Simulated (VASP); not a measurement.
Input of a VASP 6.6.1 run:

The input INCAR:

```
PREC = Accurate ; ENCUT = 560
EDIFF = 1E-6 ; ISMEAR = -1
SIGMA = 0.1 ; LREAL = F
LASPH = T ; NELM = 120
ALGO = Normal ; ISIF = 2
LWAVE = F ; LCHARG = F
GGA = CA ; NBANDS = 21
GGA_COMPAT = F
```

KPOINTS

```
Automatic mesh
0
Gamma
  12 12 12
```

File POSCAR:

```
ScIr
1.0
    3.1620733756      0.0000000000      0.0000000000
    0.0000000000      3.1620733756      0.0000000000
    0.0000000000      0.0000000000      3.1620733756
Sc Ir
1 1
Direct
    0.5000000000      0.5000000000      0.5000000000
    0.0000000000      0.0000000000      0.0000000000
```

Potentials or basis: VASP PAW LDA potentials, release 64 (Sc_sv, Ir_sv_GW).

Run with:

```console
$ cat potpaw_LDA.64/Sc_sv/POTCAR potpaw_LDA.64/Ir_sv_GW/POTCAR > POTCAR
$ mpirun -np 1 vasp_std > vasp.out
```

**Question.** Predict the band gap on the k mesh.

**Answer.** Zero (bands 14 and 15 overlap by 0.61 eV).

**Question.** Predict the pressure.

**Answer.** 0.3 GPa.

Caveat: spin-orbit coupling is left out, which moves the levels of the heavy elements.
